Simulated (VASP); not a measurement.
Here is a VASP 6.6.1 calculation.

INCAR

```
PREC = Accurate
ENCUT = 520
EDIFF = 1E-7
ISMEAR = -1
SIGMA = 0.1
LREAL = False
LASPH = True
NELM = 100
ALGO = Normal
ISIF = 2
LWAVE = False
LCHARG = False
GGA = PE
NBANDS = 13
```

File KPOINTS:

```
Automatic mesh
0
Gamma
  15 15 15
```

Contents of POSCAR:

```
Ge
1.0
   -1.6907859149      1.6907859149      1.6907859149
    1.6907859149     -1.6907859149      1.6907859149
    1.6907859149      1.6907859149     -1.6907859149
Ge
1
Direct
    0.0000000000      0.0000000000      0.0000000000
```

Potentials or basis: VASP PAW PBE potentials, release 64 (Ge_d).

Launch:

```sh
$ cat potpaw_PBE.64/Ge_d/POTCAR > POTCAR
$ mpirun -np 1 vasp_std > vasp.out
```

(1) Predict the pressure.

(2) What does it give for the band gap on the k mesh?

Results:

(1) -0.4 GPa.

(2) zero (band 7 reaches 15.43 eV, above the bottom of band 8 at 3.60 eV).
